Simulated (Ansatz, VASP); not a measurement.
**One calculation of S, two programs**

POSCAR

```
S
1.0
    3.0724470512      0.0000000000      0.0000000000
    0.0000000000      3.0724470512      0.0000000000
    0.0000000000      0.0000000000      3.0724470512
S
1
Direct
    0.0000000000      0.0000000000      0.0000000000
```

File INCAR.step1:

```
SYSTEM = S
  PREC = Accurate
  ENCUT = 600
  ISMEAR = 0
  SIGMA = 0.1
  LREAL = .False.
  LASPH = .True.
  NELM = 100
  GGA = PE
  ALGO = Normal
  EDIFF = 1E-4
  LWAVE = .True.
  LCHARG = .False.
```

Contents of INCAR.step2:

```
SYSTEM = S
  PREC = Accurate
  ENCUT = 600
  EDIFF = 1E-7
  ISMEAR = 0
  SIGMA = 0.1
  LREAL = .False.
  LASPH = .True.
  NELM = 100
  ALGO = Normal
  ISIF = 3
  LWAVE = .False.
  LCHARG = .False.
  METAGGA = R2SCAN
  LMIXTAU = .True.
  IBRION = 2
  NSW = 90
  EDIFFG = -0.04
  ISTART = 1
```

KPOINTS

```
Automatic mesh
0
Gamma
  6 6 6
  0 0 0
```

Input for Ansatz:

```yaml
crystal:
  lattice:
    - [3.0724470512, 0.0, 0.0]
    - [0.0, 3.0724470512, 0.0]
    - [0.0, 0.0, 3.0724470512]
  atoms:
    - { symbol: S, position: [0.0, 0.0, 0.0] }
basis:
  ecutwfc: 500
kpoints:
  mp_grid: { grid: [6, 6, 6] }
hamiltonian:
  xc: r2scan
scf:
  occupations: { method: gaussian, width: 0.1 }
  lower_state_search: "off"
output:
  forces: true
  stress: true
  eigenvalues: true
relax:
  adjacent_minimum: "off"
  f_tol: 0.04
  max_steps: 70
  cell: { stress_tol: 0.4 }
```

Alike in both runs: task relaxation of cell and atoms; functional r2SCAN; k mesh 6 × 6 × 6; occupations gaussian, width 0.1 eV; no spin polarisation.

|  | VASP | Ansatz |
| --- | --- | --- |
| version | VASP 6.6.1 | Ansatz 0.2.0 |
| potentials or method | VASP PAW PBE potentials, release 64 (S), cutoff 600 eV | scalar-relativistic, plane waves, PAW |
| valence electrons in the cell | 6 | 6 |

Ansatz gave:

```
gap on the k mesh at the Fermi level, each at its own relaxed structure (eV) : none
relaxed volume (Å³/atom)                                                     : 16.55
relaxed cell length with the largest relative difference (Å)                 : 2.548
```

Question: Estimate VASP's values.

Answer: gap on the k mesh at the Fermi level, each at its own relaxed structure (eV): none; relaxed volume (Å³/atom): 16.63; relaxed cell length with the largest relative difference (Å): 2.552.

VASP's potentials were made for PBE, not for r2SCAN. A gap of «none» marks a metal or a gap that the smearing closes.

Noted on VASP's run: the volume moved by over 15 % at a fixed basis, so the end points are rough.
